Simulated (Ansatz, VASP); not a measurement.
# Two plane-wave programs on Ni

The input INCAR:

```
SYSTEM = Ni
PREC = Accurate ; ENCUT = 520
EDIFF = 1E-6 ; ISMEAR = -1
SIGMA = 0.05 ; LREAL = .FALSE.
LASPH = .TRUE. ; NELM = 150
ALGO = Normal ; ISIF = 2
LWAVE = .FALSE. ; LCHARG = .FALSE.
ISPIN = 2 ; MAGMOM = 0.458
LORBIT = 11 ; LMAXMIX = 4
GGA = CA ; NBANDS = 15
```

The input KPOINTS:

```
Automatic mesh
0
G
  26 26 26
  0 0 0
```

POSCAR

```
Ni
1.0
   -1.3613578883      1.3613578883      1.3613578883
    1.3613578883     -1.3613578883      1.3613578883
    1.3613578883      1.3613578883     -1.3613578883
Ni
1
Direct
    0.0000000000      0.0000000000      0.0000000000
```

Input for Ansatz:

```yaml
crystal:
  lattice:
    - [-1.3613578883, 1.3613578883, 1.3613578883]
    - [1.3613578883, -1.3613578883, 1.3613578883]
    - [1.3613578883, 1.3613578883, -1.3613578883]
  atoms:
    - { symbol: Ni, position: [0.0, 0.0, 0.0], spin: 0.458 }
hamiltonian:
  xc: lda
  pseudopotentials:
    kind: paw
    azcp:
      Ni: "pseudopotentials/Ni.paw.azcp"
basis:
  ecutwfc: 420
  fft_grid_basis: typed
kpoints:
  mp_grid: { grid: [26, 26, 26], shift: [0, 0, 0] }
magnetization:
  spin_polarized: true
scf:
  occupations: { method: fermi_dirac, width: 0.05 }
```

Alike in both runs: task single point; functional LDA; k mesh 26 × 26 × 26; occupations fermi-dirac, width 0.05 eV; collinear spin.

|  | VASP | Ansatz |
| --- | --- | --- |
| version | VASP 6.6.1 | Ansatz 0.2.0 |
| potentials or method | VASP PAW LDA potentials, release 64 (Ni), cutoff 520 eV | plane waves (420 eV) with PAW, scalar-relativistic |
| valence electrons in the cell | 10 | 18 |

Ansatz gave:

- net moment per atom (μB): 0.34
- size of the moment on the site where the two differ most (μB): 0.36

Q: What did VASP give for the same quantities?

A: net moment per atom (μB): 0.00; size of the moment on the site where the two differ most (μB): 0.00.

The net moments are unlike, so the other rows may belong to different states. Ansatz warns that its potentials were made for another functional, while VASP's fit it. LDA's correlation is that of Perdew and Zunger in VASP and of Perdew and Wang (1992) in Ansatz. Site moments also hang on the region over which each program counts them. VASP's potentials hold 10 valence electrons a cell and Ansatz's 18, so a difference there can come from the potentials and not from the codes.
